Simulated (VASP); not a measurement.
# RbCl (Fm-3m) in VASP: single point with PBE

Aim: the single point of RbCl with PBE.

Everything below comes from runs of VASP 6.6.1. Logs are shortened: lines on timing, memory, paths and dates and some standing lists are left out, and cuts for length are marked.

### 1 The cell of the first run

The structure is cubic, space group Fm-3m (No. 225). The conventional cell has a = 6.699 Å, b = 6.699 Å, c = 6.699 Å, α = 90.00°, β = 90.00°, γ = 90.00°. Rb (site symmetry m-3m) has 6 Cl at 3.35 Å within 4.4 Å. Within 4.4 Å of Cl (site symmetry m-3m) lie 6 Rb at 3.35 Å.

### 2 Single point, PBE

Input file INCAR:

```
PREC     = Accurate       # precision mode
ENCUT    = 500            # plane-wave cutoff, eV
EDIFF    = 1E-6           # SCF threshold, eV
ISMEAR   = 0              # smearing method
SIGMA    = 0.02           # smearing width, eV
LREAL    = F              # projectors in reciprocal space
LASPH    = T              # aspherical terms in the spheres
NELM     = 120            # most SCF steps
ALGO     = Normal         # electronic algorithm
ISIF     = 2              # what is computed and relaxed
LWAVE    = F              # write WAVECAR
LCHARG   = T              # write CHGCAR
GGA      = PE             # functional
LELF     = T              # ELF
LVHAR    = T            
NBANDS   = 15             # bands
GGA_COMPAT= F
```

Input file KPOINTS:

```
regular mesh
0
Gamma
  6 6 6
```

Input file POSCAR:

```
RbCl
1.0
    0.0000000000      3.3494727620      3.3494727620
    3.3494727620      0.0000000000      3.3494727620
    3.3494727620      3.3494727620      0.0000000000
Rb Cl
1 1
Direct
    0.0000000000      0.0000000000      0.0000000000
    0.5000000000      0.5000000000      0.5000000000
```

Potentials or basis: VASP PAW PBE potentials, release 64 (Rb_sv, Cl).

Launch:

```sh
$ cat potpaw_PBE.64/Rb_sv/POTCAR potpaw_PBE.64/Cl/POTCAR > POTCAR
$ mpirun -np 1 vasp_std > vasp.out
```

OUTCAR:

```text
PREC = Accurate
   ENCUT = 500
   EDIFF = 1E-6
   ISMEAR = 0
   LREAL = F
   LASPH = T
   NELM = 120
   ISIF = 2
   GGA = PE

 ion  position               nearest neighbor table
   1  0.000  0.000  0.000-   2 3.35   2 3.35   2 3.35   2 3.35   2 3.35   2 3.35
   2  0.500  0.500  0.500-   1 3.35   1 3.35   1 3.35   1 3.35   1 3.35   1 3.35

  LATTYP: Found a face centered cubic cell.
 ALAT       =     6.6989455240

  Lattice vectors:

 A1 = (   0.0000000000,   3.3494727620,   3.3494727620)
 A2 = (   3.3494727620,   0.0000000000,   3.3494727620)
 A3 = (   3.3494727620,   3.3494727620,   0.0000000000)

Analysis of symmetry for initial positions (statically):
=====================================================================
 Subroutine PRICEL returns:
 Original cell was already a primitive cell.

 Routine SETGRP: Setting up the symmetry group for a
 face centered cubic supercell.

 Subroutine GETGRP returns: Found 48 space group operations
 (whereof 48 operations were pure point group operations)
 out of a pool of 48 trial point group operations.

The static configuration has the point symmetry O_h .

Analysis of symmetry for dynamics (positions and initial velocities):
=====================================================================
 Subroutine PRICEL returns:
 Original cell was already a primitive cell.

 Routine SETGRP: Setting up the symmetry group for a
 face centered cubic supercell.

 Subroutine GETGRP returns: Found 48 space group operations
 (whereof 48 operations were pure point group operations)
 out of a pool of 48 trial point group operations.

The dynamic configuration has the point symmetry O_h .

 Subroutine INISYM returns: Found 48 space group operations
 (whereof 48 operations are pure point group operations),
 and found     1 'primitive' translations

----------------------------------------------------------------------------------------

                                     Primitive cell

  volume of cell :      75.1553

  direct lattice vectors                    reciprocal lattice vectors
     0.000000000  3.349472762  3.349472762    -0.149277225  0.149277225  0.149277225
     3.349472762  0.000000000  3.349472762     0.149277225 -0.149277225  0.149277225
     3.349472762  3.349472762  0.000000000     0.149277225  0.149277225 -0.149277225

  length of vectors
     4.736869807  4.736869807  4.736869807     0.258555739  0.258555739  0.258555739

  position of ions in fractional coordinates (direct lattice)
     0.000000000  0.000000000  0.000000000
     0.500000000  0.500000000  0.500000000

  ion indices of the primitive-cell ions
   primitive index   ion index
                 1           1
                 2           2

----------------------------------------------------------------------------------------

 KPOINTS: regular mesh

Automatic generation of k-mesh.
 Grid dimensions read from file:
 generate k-points for:    6    6    6

 Generating k-lattice:

  Cartesian coordinates                     Fractional coordinates (reciprocal lattice)
    -0.024879538  0.024879538  0.024879538     0.166666667  0.000000000  0.000000000
     0.024879538 -0.024879538  0.024879538     0.000000000  0.166666667  0.000000000
     0.024879538  0.024879538 -0.024879538     0.000000000  0.000000000  0.166666667

  Length of vectors
     0.043092623  0.043092623  0.043092623

  Shift w.r.t. Gamma in fractional coordinates (k-lattice)
     0.000000000  0.000000000  0.000000000

 Subroutine IBZKPT returns following result:
 ===========================================

 Found     16 irreducible k-points:

 Following reciprocal coordinates:
            Coordinates               Weight
  0.000000  0.000000  0.000000      1.000000
  0.166667  0.000000  0.000000      8.000000
  0.333333  0.000000  0.000000      8.000000
  0.500000  0.000000  0.000000      4.000000
  0.166667  0.166667  0.000000      6.000000
  0.333333  0.166667  0.000000     24.000000
[... 8 lines left out ...]
 -0.333333  0.333333  0.166667     24.000000
 -0.333333  0.500000  0.166667     12.000000
   k-points           NKPTS =     16   k-points in BZ     NKDIM =     16   number of bands    NBANDS=     15
   number of dos      NEDOS =    301   number of ions     NIONS =      2
   total plane-waves  NPLWV =  46656
   dimension x,y,z NGX =    36 NGY =   36 NGZ =   36
   dimension x,y,z NGXF=    72 NGYF=   72 NGZF=   72
   ions per type =               1   1
   NGX,Y,Z   is equivalent  to a cutoff of  12.63, 12.63, 12.63 a.u.
   NGXF,Y,Z  is equivalent  to a cutoff of  25.27, 25.27, 25.27 a.u.
 SYSTEM =  unknown system
   PREC   = accura    normal or accurate (medium, high low for compatibility)
   ISTART =      0    job   : 0-new  1-cont  2-samecut
   ICHARG =      2    charge: 1-file 2-atom 10-const
   ISPIN  =      1    spin polarized calculation?
   LNONCOLLINEAR =      F non collinear calculations
   LSORBIT =      F    spin-orbit coupling
   LASPH  =      T    aspherical Exc in radial PAW
   ENCUT  =  500.0 eV  36.75 Ry    6.06 a.u.   8.64  8.64  8.64*2*pi/ulx,y,z
   NELM   =    120;   NELMIN=  2; NELMDL= -5     # of ELM steps
   EDIFF  = 0.1E-05   stopping-criterion for ELM
   LREAL  =      F    real-space projection
   EDIFFG = 0.1E-04   stopping-criterion for IOM
   NSW    =      0    number of steps for IOM
   IBRION =     -1    ionic relax: 0-MD 1-quasi-New 2-CG
   NFREE  =      0    steps in history (QN), initial steepest desc. (CG)
   ISIF   =      2    stress and relaxation
   ISYM   =      2    0-nonsym 1-usesym 2-fastsym
   POTIM  = 0.5000    time-step for ionic-motion
   TEBEG  =    0.0;   TEEND  =   0.0 temperature during run
   PSTRESS=    0.0 pullay stress
   NELECT =      16.0000    total number of electrons
   NUPDOWN=      -1.0000    fix difference up-down
   EMIN   =  10.00;   EMAX   =-10.00  energy-range for DOS
   EFERMI =   0.00;   METHOD = LEGACY
   ISMEAR =     0;   SIGMA  =   0.02  broadening in eV -4-tet -1-fermi 0-gaus
   EFERMI_NEDOS =   21; number of points for ismear=-14 and -15
   IALGO  =     38    algorithm
   IMIX   =      4    mixing-type and parameters
     AMIX     =   0.40;   BMIX     =  1.00
     AMIX_MAG =   1.60;   BMIX_MAG =  1.00
  volume/ion in A,a.u.               =      37.58       253.59
  Fermi-wavevector in a.u.,A,eV,Ry     =   0.977526  1.847257 13.001147  0.955557
  Thomas-Fermi vector in A             =   2.108230
   LORBIT       =      0    0 simple, 1 ext, 2 COOP (PROOUT), +10 PAW based schemes
   GGA     = PE    functional components
   LHFCALC =     F    Hartree Fock is set to
   AEXX    =    0.0000 exact exchange contribution
   IVDW    =     0    specifies the selected vdW correction
   LEPSILON=     F    determine dielectric tensor
   LRPA    =     F    only Hartree local field effects (RPA)
 non-spin polarized calculation
 Gauss-broadening in eV      SIGMA  =   0.02
  energy-cutoff  :      500.00
  volume of cell :       75.16
 maximum number of plane-waves:      1932
 NGX is ok and might be reduce to    36
   NGX = 17   NGY = 17   NGZ = 17

 number of electron      16.0000000 magnetization

 Free energy of the ion-electron system (eV)
  ---------------------------------------------------
  ext. energy  EPLUGINS =         0.00000000
  ---------------------------------------------------
  free energy    TOTEN  =        -6.67584330 eV

  energy without entropy =       -6.67584330  energy(sigma->0) =       -6.67584330

 E-fermi :  -1.9861     XC(G=0):  -7.1405

 val. band max:       -2.0685085717   @ k =   0.0000   0.0000   0.0000
 cond. band min:       2.7634205628   @ k =   0.0000   0.0000   0.0000
 fundamental gap:      4.8319291345
 Fermi energy:        -1.9861373105

 k-point     1 :       0.0000    0.0000    0.0000
  band No.  band energies     occupation
      1     -26.1207      2.00000
      2     -14.0213      2.00000
      3     -10.1696      2.00000
      4     -10.1696      2.00000
      5     -10.1696      2.00000
      6      -2.0685      2.00000
      7      -2.0685      2.00000
      8      -2.0685      2.00000
      9       2.7634      0.00000
     10       5.8844      0.00000
     11       5.8844      0.00000
     12       5.8844      0.00000
     13       6.8341      0.00000
     14       6.8341      0.00000
     15       9.8669      0.00000

 k-point     2 :       0.1667    0.0000    0.0000
  band No.  band energies     occupation
      1     -26.1177      2.00000
      2     -14.0332      2.00000
      3     -10.1725      2.00000
      4     -10.1725      2.00000
      5     -10.1657      2.00000
      6      -2.3012      2.00000
      7      -2.1461      2.00000
      8      -2.1461      2.00000
      9       3.3510      0.00000
     10       5.7065      0.00000
     11       6.2107      0.00000
     12       6.2107      0.00000
     13       7.2059      0.00000
     14       7.2059      0.00000
     15      10.8737      0.00000

 k-point     3 :       0.3333    0.0000    0.0000
  band No.  band energies     occupation
      1     -26.1117      2.00000
      2     -14.0567      2.00000
      3     -10.1782      2.00000
      4     -10.1782      2.00000
      5     -10.1582      2.00000
      6      -2.6876      2.00000
      7      -2.2935      2.00000
      8      -2.2935      2.00000
      9       4.6454      0.00000
     10       5.6513      0.00000
     11       7.1049      0.00000
     12       7.1049      0.00000
     13       8.1541      0.00000
     14       8.1541      0.00000
     15      10.4179      0.00000
[... 199 lines left out ...]
 k-point    15 :      -0.3333    0.3333    0.1667
  band No.  band energies     occupation
      1     -26.1061      2.00000
      2     -14.0206      2.00000
      3     -10.2829      2.00000
      4     -10.2779      2.00000
      5     -10.1650      2.00000
      6      -2.5651      2.00000
      7      -2.3205      2.00000
      8      -2.3183      2.00000
      9       5.5285      0.00000
     10       5.5875      0.00000
     11       7.2388      0.00000
     12       7.2939      0.00000
     13       8.7035      0.00000
     14       9.2537      0.00000
     15       9.6874      0.00000

 k-point    16 :      -0.3333    0.5000    0.1667
  band No.  band energies     occupation
      1     -26.1052      2.00000
      2     -13.9976      2.00000
      3     -10.3475      2.00000
      4     -10.2839      2.00000
      5     -10.1854      2.00000
      6      -2.3933      2.00000
      7      -2.3541      2.00000
      8      -2.2468      2.00000
      9       4.8154      0.00000
     10       6.3318      0.00000
     11       6.4784      0.00000
     12       7.5343      0.00000
     13       8.5770      0.00000
     14       9.4329      0.00000
     15       9.8745      0.00000

------------------------ aborting loop because EDIFF is reached ----------------------------------------

  FORCE on cell =-STRESS in cart. coord.  units (eV):
  Direction    XX          YY          ZZ          XY          YZ          ZX
  --------------------------------------------------------------------------------------
  -------------------------------------------------------------------------------------
  Total       -0.0044700     -0.0044700     -0.0044700      0.0000000      0.0000000      0.0000000
  in kB       -0.0952928     -0.0952928     -0.0952928      0.0000000      0.0000000      0.0000000
  external PRESSURE =      -0.0952928 kB  Pullay stress =       0.0000000 kB

 VOLUME and BASIS-vectors are now :
 -----------------------------------------------------------------------------
  energy-cutoff  :      500.00
  volume of cell :       75.16
      direct lattice vectors                 reciprocal lattice vectors
     0.000000000  3.349472762  3.349472762    -0.149277225  0.149277225  0.149277225
     3.349472762  0.000000000  3.349472762     0.149277225 -0.149277225  0.149277225
     3.349472762  3.349472762  0.000000000     0.149277225  0.149277225 -0.149277225

 POSITION                                       TOTAL-FORCE (eV/Angst)
 -----------------------------------------------------------------------------------
      0.00000      0.00000      0.00000         0.000000      0.000000      0.000000
      3.34947      3.34947      3.34947        -0.000000     -0.000000     -0.000000
 -----------------------------------------------------------------------------------
    total drift:                                0.000000      0.000000      0.000000

  FREE ENERGIE OF THE ION-ELECTRON SYSTEM (eV)
  ---------------------------------------------------
  free  energy   TOTEN  =        -6.6758432997 eV

  energy  without entropy=       -6.6758432997  energy(sigma->0) =       -6.67584330
```

Wall time 17 s (1 thread of Intel Xeon Platinum 8488C (Sapphire Rapids), shared host); peak memory 0.2 GiB.

What came out:

```
Free energy            : -6.6758 eV
Pressure               : 0.0 GPa
Band gap on the k mesh : 4.83 eV, direct
```

Levels at points of the mesh, in eV from the valence-band top:
```
           k point  band 6  band 7  band 8  band 9  band 10  band 11
(0.00, 0.00, 0.00)    0.00    0.00    0.00    4.83     7.95     7.95
(0.50, 0.00, 0.00)   -0.79   -0.30   -0.30    7.57     7.78     9.96
(0.50, 0.50, 0.00)   -0.32   -0.10   -0.10    6.24     7.83     9.42
```

As with any semilocal functional, this PBE gap is likely too small.
